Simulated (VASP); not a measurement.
## RbBr: elastic constants with LDA

Crystal: RbBr.

```
Rb Br
1.0
     3.96751    0.00000    0.00000
     0.00000    3.96751    0.00000
     0.00000    0.00000    3.96751
Rb Br
1 1
Direct
  0.00000 0.00000 0.00000
  0.50000 0.50000 0.50000
```

```
Program                   : VASP 6.6.1
Task                      : elastic constants
Functional                : LDA
Potentials or basis       : VASP PAW LDA potentials, release 64 (Rb_sv, Br)
Cutoff                    : 600 eV
k mesh                    : 6 × 6 × 6
Occupations               : gaussian, width 0.01 eV
Spin                      : no spin polarisation
Dipole correction         : no
Ions in elastic constants : relaxed
Further INCAR settings    : ALGO = Normal; EDIFF = 1e-08; NBANDS = 15; IBRION = 6; POTIM = 0.015; NSW = 1; ISIF = 3
```

- Elastic constants C11, C12, C44: 45, 12, 11 GPa
- Voigt bulk modulus: 23 GPa
- Highest phonon frequency at Γ, LO-TO splitting left out: 89 cm⁻¹

Phonon frequencies in cm⁻¹ (negative: imaginary):
```csv
q point,frequencies
"(0.000, 0.000, 0.000)",0 0 0 89 89 89
```

Elastic tensor in Voigt notation (GPa, in the Cartesian axes of the cell as first typed):
```
45 12 12  0  0  0
12 45 12  0  0  0
12 12 45  0  0  0
 0  0  0 11  0  0
 0  0  0  0 11  0
 0  0  0  0  0 11
```

Clamped-ion elastic tensor (GPa):
```
45 12 12  0  0  0
12 45 12  0  0  0
12 12 45  0  0  0
 0  0  0 11  0  0
 0  0  0  0 11  0
 0  0  0  0  0 11
```

It took 7.7 min on 1 thread of Intel(R) Xeon(R) Platinum 8259CL CPU @ 2.50GHz (Skylake/Cascade Lake), with other jobs on the host, peak memory 0.27 GiB.
